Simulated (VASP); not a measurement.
# Mg5Se (F-43m) in VASP: a series of runs

The runs below take Mg5Se through single point, with PBE.

Program: VASP 6.6.1. These are calculated values, not measurements. Logs are shortened: lines on timing, memory, paths and dates and some standing lists are left out, and cuts for length are marked.

### 1 The cell of the first run

The structure is cubic, space group F-43m (No. 216). The conventional cell has a = 8.064 Å, b = 8.064 Å, c = 8.064 Å, α = 90.00°, β = 90.00°, γ = 90.00°. Within 4.4 Å of Mg (site symmetry -43m) lie 12 Mg at 3.38 Å and 4 Se at 3.49 Å. Within 2.6 Å of Mg (site symmetry 3m) lie 1 Se at 1.91 Å and 3 Mg at 2.58 Å. Within 2.5 Å of Se (site symmetry -43m) lie 4 Mg at 1.91 Å.

The cell was generated, and may not be a known phase.

### 2 Single point, PBE

The input, INCAR:

```
  ALGO = Normal
  EDIFF = 1E-6
  ENCUT = 520
  GGA = PE
  ISIF = 2
  ISMEAR = 0
  LASPH = True
  LCHARG = False
  LREAL = False
  LWAVE = False
  NBANDS = 17
  NELM = 80
  PREC = Accurate
  SIGMA = 0.1
```

The input, KPOINTS:

```
k-points
0
Gamma
  4 4 4
```

The input, POSCAR:

```
Mg5Se
1.0
    0.0000000000      4.0319001000      4.0319001000
    4.0319001000      0.0000000000      4.0319001000
    4.0319001000      4.0319001000      0.0000000000
Mg Se
5 1
Direct
    0.0000000000      0.0000000000      0.0000000000
    0.3866943800      0.3866943800      0.3866943800
    0.3866943800      0.3866943800      0.8399168600
    0.3866943800      0.8399168600      0.3866943800
    0.8399168600      0.3866943800      0.3866943800
    0.2500000000      0.2500000000      0.2500000000
```

Potentials or basis: VASP PAW PBE potentials, release 64 (Mg, Se).

The run is started by

```
$ cat potpaw_PBE.64/Mg/POTCAR potpaw_PBE.64/Se/POTCAR > POTCAR
$ mpirun -np 1 vasp_std > vasp.out
```

OUTCAR:

```text
EDIFF = 1E-6
   ENCUT = 520
   GGA = PE
   ISIF = 2
   ISMEAR = 0
   LASPH = True
   LREAL = False
   NELM = 80
   PREC = Accurate

 ion  position               nearest neighbor table
   1  0.000  0.000  0.000-   4 3.38   5 3.38   3 3.38   5 3.38   3 3.38   4 3.38   2 3.38   2 3.38
                             2 3.38   3 3.38   4 3.38   5 3.38
   2  0.387  0.387  0.387-   6 1.91   4 2.58   5 2.58   3 2.58   3 3.12   4 3.12   5 3.12   1 3.38
                             1 3.38   1 3.38
   3  0.387  0.387  0.840-   6 1.91   4 2.58   5 2.58   2 2.58   2 3.12   4 3.12   5 3.12   1 3.38
                             1 3.38   1 3.38
   4  0.387  0.840  0.387-   6 1.91   3 2.58   5 2.58   2 2.58   2 3.12   3 3.12   5 3.12   1 3.38
                             1 3.38   1 3.38
   5  0.840  0.387  0.387-   6 1.91   3 2.58   4 2.58   2 2.58   3 3.12   4 3.12   2 3.12   1 3.38
                             1 3.38   1 3.38
   6  0.250  0.250  0.250-   3 1.91   4 1.91   5 1.91   2 1.91

  LATTYP: Found a face centered cubic cell.
 ALAT       =     8.0638002000

  Lattice vectors:

 A1 = (   0.0000000000,   4.0319001000,   4.0319001000)
 A2 = (   4.0319001000,   0.0000000000,   4.0319001000)
 A3 = (   4.0319001000,   4.0319001000,   0.0000000000)

Analysis of symmetry for initial positions (statically):
=====================================================================
 Subroutine PRICEL returns:
 Original cell was already a primitive cell.

 Routine SETGRP: Setting up the symmetry group for a
 face centered cubic supercell.

 Subroutine GETGRP returns: Found 24 space group operations
 (whereof 24 operations were pure point group operations)
 out of a pool of 48 trial point group operations.

The static configuration has the point symmetry T_d .

Analysis of symmetry for dynamics (positions and initial velocities):
=====================================================================
 Subroutine PRICEL returns:
 Original cell was already a primitive cell.

 Routine SETGRP: Setting up the symmetry group for a
 face centered cubic supercell.

 Subroutine GETGRP returns: Found 24 space group operations
 (whereof 24 operations were pure point group operations)
 out of a pool of 48 trial point group operations.

The dynamic configuration has the point symmetry T_d .

 Subroutine INISYM returns: Found 24 space group operations
 (whereof 24 operations are pure point group operations),
 and found     1 'primitive' translations

----------------------------------------------------------------------------------------

                                     Primitive cell

  volume of cell :     131.0869

  direct lattice vectors                    reciprocal lattice vectors
     0.000000000  4.031900100  4.031900100    -0.124011009  0.124011009  0.124011009
     4.031900100  0.000000000  4.031900100     0.124011009 -0.124011009  0.124011009
     4.031900100  4.031900100  0.000000000     0.124011009  0.124011009 -0.124011009

  length of vectors
     5.701967804  5.701967804  5.701967804     0.214793368  0.214793368  0.214793368

  position of ions in fractional coordinates (direct lattice)
     0.000000000  0.000000000  0.000000000
     0.386694380  0.386694380  0.386694380
     0.386694380  0.386694380  0.839916860
     0.386694380  0.839916860  0.386694380
     0.839916860  0.386694380  0.386694380
     0.250000000  0.250000000  0.250000000

  ion indices of the primitive-cell ions
   primitive index   ion index
                 1           1
                 2           2
                 3           3
                 4           4
                 5           5
                 6           6

----------------------------------------------------------------------------------------

 KPOINTS: k-points

Automatic generation of k-mesh.
 Grid dimensions read from file:
 generate k-points for:    4    4    4

 Generating k-lattice:

  Cartesian coordinates                     Fractional coordinates (reciprocal lattice)
    -0.031002752  0.031002752  0.031002752     0.250000000  0.000000000  0.000000000
     0.031002752 -0.031002752  0.031002752     0.000000000  0.250000000  0.000000000
     0.031002752  0.031002752 -0.031002752     0.000000000  0.000000000  0.250000000

  Length of vectors
     0.053698342  0.053698342  0.053698342

  Shift w.r.t. Gamma in fractional coordinates (k-lattice)
     0.000000000  0.000000000  0.000000000

 Subroutine IBZKPT returns following result:
 ===========================================

 Found      8 irreducible k-points:

 Following reciprocal coordinates:
            Coordinates               Weight
  0.000000  0.000000  0.000000      1.000000
  0.250000  0.000000  0.000000      8.000000
  0.500000  0.000000  0.000000      4.000000
  0.250000  0.250000  0.000000      6.000000
  0.500000  0.250000  0.000000     24.000000
 -0.250000  0.250000  0.000000     12.000000
  0.500000  0.500000  0.000000      3.000000
 -0.250000  0.500000  0.250000      6.000000
   k-points           NKPTS =      8   k-points in BZ     NKDIM =      8   number of bands    NBANDS=     17
   number of dos      NEDOS =    301   number of ions     NIONS =      6
   total plane-waves  NPLWV =  74088
   dimension x,y,z NGX =    42 NGY =   42 NGZ =   42
   dimension x,y,z NGXF=    84 NGYF=   84 NGZF=   84
   ions per type =               5   1
   NGX,Y,Z   is equivalent  to a cutoff of  12.25, 12.25, 12.25 a.u.
   NGXF,Y,Z  is equivalent  to a cutoff of  24.49, 24.49, 24.49 a.u.
 SYSTEM =  unknown system
   PREC   = accura    normal or accurate (medium, high low for compatibility)
   ISTART =      0    job   : 0-new  1-cont  2-samecut
   ICHARG =      2    charge: 1-file 2-atom 10-const
   ISPIN  =      1    spin polarized calculation?
   LNONCOLLINEAR =      F non collinear calculations
   LSORBIT =      F    spin-orbit coupling
   LASPH  =      T    aspherical Exc in radial PAW
   ENCUT  =  520.0 eV  38.22 Ry    6.18 a.u.  10.60 10.60 10.60*2*pi/ulx,y,z
   NELM   =     80;   NELMIN=  2; NELMDL= -5     # of ELM steps
   EDIFF  = 0.1E-05   stopping-criterion for ELM
   LREAL  =      F    real-space projection
   EDIFFG = 0.1E-04   stopping-criterion for IOM
   NSW    =      0    number of steps for IOM
   IBRION =     -1    ionic relax: 0-MD 1-quasi-New 2-CG
   NFREE  =      0    steps in history (QN), initial steepest desc. (CG)
   ISIF   =      2    stress and relaxation
   ISYM   =      2    0-nonsym 1-usesym 2-fastsym
   POTIM  = 0.5000    time-step for ionic-motion
   TEBEG  =    0.0;   TEEND  =   0.0 temperature during run
   PSTRESS=    0.0 pullay stress
   NELECT =      16.0000    total number of electrons
   NUPDOWN=      -1.0000    fix difference up-down
   EMIN   =  10.00;   EMAX   =-10.00  energy-range for DOS
   EFERMI =   0.00;   METHOD = LEGACY
   ISMEAR =     0;   SIGMA  =   0.10  broadening in eV -4-tet -1-fermi 0-gaus
   EFERMI_NEDOS =   21; number of points for ismear=-14 and -15
   IALGO  =     38    algorithm
   IMIX   =      4    mixing-type and parameters
     AMIX     =   0.40;   BMIX     =  1.00
     AMIX_MAG =   1.60;   BMIX_MAG =  1.00
  volume/ion in A,a.u.               =      21.85       147.44
  Fermi-wavevector in a.u.,A,eV,Ry     =   0.812073  1.534595  8.972532  0.659463
  Thomas-Fermi vector in A             =   1.921549
   LORBIT       =      0    0 simple, 1 ext, 2 COOP (PROOUT), +10 PAW based schemes
   GGA     = PE    functional components
   LHFCALC =     F    Hartree Fock is set to
   AEXX    =    0.0000 exact exchange contribution
   IVDW    =     0    specifies the selected vdW correction
   LEPSILON=     F    determine dielectric tensor
   LRPA    =     F    only Hartree local field effects (RPA)
 non-spin polarized calculation
 Gauss-broadening in eV      SIGMA  =   0.10
  energy-cutoff  :      520.00
  volume of cell :      131.09
 maximum number of plane-waves:      3582
   NGX = 21   NGY = 21   NGZ = 21

 number of electron      16.0000000 magnetization

 Free energy of the ion-electron system (eV)
  ---------------------------------------------------
  ext. energy  EPLUGINS =         0.00000000
  ---------------------------------------------------
  free energy    TOTEN  =         1.96934758 eV

  energy without entropy =        1.99750165  energy(sigma->0) =        1.98342461

 E-fermi :   3.1051     XC(G=0):  -8.5114

 val. band max:        3.0580735130   @ k =  -0.2500   0.2500   0.0000
 cond. band min:       3.2026403284   @ k =   0.5000   0.2500   0.0000
 fundamental gap:      0.1445668154
 Fermi energy:         3.1050890313

 k-point     1 :       0.0000    0.0000    0.0000
  band No.  band energies     occupation
      1     -13.1752      2.00000
      2      -3.0763      2.00000
      3      -3.0763      2.00000
      4      -3.0763      2.00000
      5      -2.1224      2.00000
      6       2.2055      2.00000
[... 9 lines left out ...]
     16       9.2174      0.00000
     17       9.2174      0.00000

 k-point     2 :       0.2500    0.0000    0.0000
  band No.  band energies     occupation
      1     -13.1553      2.00000
      2      -3.6346      2.00000
      3      -3.1196      2.00000
      4      -3.1196      2.00000
      5      -1.3698      2.00000
      6       1.1665      2.00000
[... 9 lines left out ...]
     16       8.0544      0.00000
     17       8.0544      0.00000

 k-point     3 :       0.5000    0.0000    0.0000
  band No.  band energies     occupation
      1     -13.1351      2.00000
      2      -3.9455      2.00000
      3      -3.1609      2.00000
      4      -3.1609      2.00000
      5      -1.0008      2.00000
      6       1.1175      2.00000
[... 72 lines left out ...]
 k-point     7 :       0.5000    0.5000    0.0000
  band No.  band energies     occupation
      1     -13.1218      2.00000
      2      -3.9541      2.00000
      3      -3.3138      2.00000
      4      -3.3138      2.00000
      5      -0.4169      2.00000
      6       0.8821      2.00000
[... 9 lines left out ...]
     16       8.9346      0.00000
     17       9.4060      0.00000

 k-point     8 :      -0.2500    0.5000    0.2500
  band No.  band energies     occupation
      1     -13.1218      2.00000
      2      -3.7401      2.00000
      3      -3.5987      2.00000
      4      -3.3359      2.00000
      5      -0.2968      2.00000
      6       1.5880      2.00000
[... 9 lines left out ...]
     16       8.7630      0.00000
     17       8.9688      0.00000

------------------------ aborting loop because EDIFF is reached ----------------------------------------

  FORCE on cell =-STRESS in cart. coord.  units (eV):
  Direction    XX          YY          ZZ          XY          YZ          ZX
  --------------------------------------------------------------------------------------
  -------------------------------------------------------------------------------------
  Total       37.4886167     37.4886167     37.4886167      0.0000000      0.0000000      0.0000000
  in kB      458.1953880    458.1953880    458.1953880      0.0000000      0.0000000      0.0000000
  external PRESSURE =     458.1953880 kB  Pullay stress =       0.0000000 kB

 VOLUME and BASIS-vectors are now :
 -----------------------------------------------------------------------------
  energy-cutoff  :      520.00
  volume of cell :      131.09
      direct lattice vectors                 reciprocal lattice vectors
     0.000000000  4.031900100  4.031900100    -0.124011009  0.124011009  0.124011009
     4.031900100  0.000000000  4.031900100     0.124011009 -0.124011009  0.124011009
     4.031900100  4.031900100  0.000000000     0.124011009  0.124011009 -0.124011009

 POSITION                                       TOTAL-FORCE (eV/Angst)
 -----------------------------------------------------------------------------------
      0.00000      0.00000      0.00000         0.000000      0.000000      0.000000
      3.11823      3.11823      3.11823         5.430433      5.430433      5.430433
      4.94557      4.94557      3.11823        -5.430433     -5.430433      5.430433
      4.94557      3.11823      4.94557        -5.430433      5.430433     -5.430433
      3.11823      4.94557      4.94557         5.430433     -5.430433     -5.430433
      2.01595      2.01595      2.01595         0.000000      0.000000      0.000000
 -----------------------------------------------------------------------------------
    total drift:                               -0.000000     -0.000000     -0.000000

  FREE ENERGIE OF THE ION-ELECTRON SYSTEM (eV)
  ---------------------------------------------------
  free  energy   TOTEN  =         1.9693475781 eV

  energy  without entropy=        1.9975016458  energy(sigma->0) =        1.98342461
```

Run time: 13 s. Hardware: 1 thread of Intel Xeon 6975P-C (Granite Rapids), shared host; peak memory 0.24 GiB.

Results:

| Quantity | Value |
| --- | --- |
| Free energy | 1.9693 eV |
| Pressure | 45.8 GPa |
| Largest force | 9.406 eV/Å |
| Band gap on the k mesh | zero (bands 8 and 9 overlap by 0.64 eV) |

Forces on the atoms (eV/Å):
```
Mg   0.000  0.000  0.000
Mg   5.430  5.430  5.430
Mg  -5.430 -5.430  5.430
Mg  -5.430  5.430 -5.430
Mg   5.430 -5.430 -5.430
Se   0.000  0.000  0.000
```

Caveat: the cell stands under pressure; semilocal functionals underestimate gaps, and a narrow one can read as zero; forces of over 1 eV/Å act on the atoms, so gaps and moduli don't describe the material at rest.

### 3 Single point, PBE

This run uses another cell than the first one, of 41.58 Å³/atom.

The input, INCAR:

```
PREC     = Accurate       # precision mode
ENCUT    = 520            # plane-wave cutoff, eV
EDIFF    = 1E-6           # SCF threshold, eV
ISMEAR   = 0              # smearing method
SIGMA    = 0.1            # smearing width, eV
LREAL    = F              # projectors in reciprocal space
LASPH    = T              # aspherical terms in the spheres
NELM     = 100            # most SCF steps
ALGO     = Normal         # electronic algorithm
ISIF     = 2              # what is computed and relaxed
LWAVE    = F              # write WAVECAR
LCHARG   = T              # write CHGCAR
GGA      = PE             # functional
LELF     = T              # ELF
LVHAR    = T            
NBANDS   = 17             # bands
```

The input, KPOINTS:

```
Automatic mesh
0
Gamma
  4 4 4
```

The input, POSCAR:

```
Mg5Se
1.0
    0.0000000000      4.9965204899      4.9965204899
    4.9965204899      0.0000000000      4.9965204899
    4.9965204899      4.9965204899      0.0000000000
Mg Se
5 1
Direct
    0.0000000000      0.0000000000      0.0000000000
    0.3953731163      0.3953731163      0.3953731163
    0.3953731163      0.3953731163      0.8138806511
    0.3953731163      0.8138806511      0.3953731163
    0.8138806511      0.3953731163      0.3953731163
    0.2500000000      0.2500000000      0.2500000000
```

Potentials or basis: VASP PAW PBE potentials, release 64 (Mg, Se).

The run is started by

```
$ cat potpaw_PBE.64/Mg/POTCAR potpaw_PBE.64/Se/POTCAR > POTCAR
$ mpirun -np 1 vasp_std > vasp.out
```

Wall time 30 s (1 thread of Intel Xeon 6975P-C (Granite Rapids), shared host); peak memory 0.41 GiB.

It converged, with:

| Property | Result |
| --- | --- |
| Free energy | -9.1500 eV |
| Pressure | -0.1 GPa |
| Largest force | 0.033 eV/Å |
| Band gap on the k mesh | zero (bands 8 and 9 overlap by 0.42 eV) |

Forces on the atoms (eV/Å):
```
Mg   0.000  0.000  0.000
Mg   0.019  0.019  0.019
Mg  -0.019 -0.019  0.019
Mg  -0.019  0.019 -0.019
Mg   0.019 -0.019 -0.019
Se   0.000  0.000  0.000
```

Levels at points of the mesh, in eV from the Fermi level:
| k point | band 5 | band 6 | band 7 | band 8 | band 9 | band 10 | band 11 | band 12 |
| --- | --- | --- | --- | --- | --- | --- | --- | --- |
| (0.00, 0.00, 0.00) | -4.04 | -1.20 | -0.35 | -0.35 | -0.35 | 1.65 | 1.65 | 2.45 |
| (0.50, 0.00, 0.00) | -3.29 | -1.67 | -0.09 | -0.09 | 0.68 | 1.05 | 1.20 | 1.20 |
| (0.50, 0.50, 0.00) | -2.94 | -1.39 | -1.25 | 0.08 | 0.08 | 1.62 | 2.64 | 2.64 |

Caveat: semilocal functionals underestimate gaps, and a narrow one can read as zero.

The gap in the log of VASP goes by the Fermi energy; the results here count the filled bands.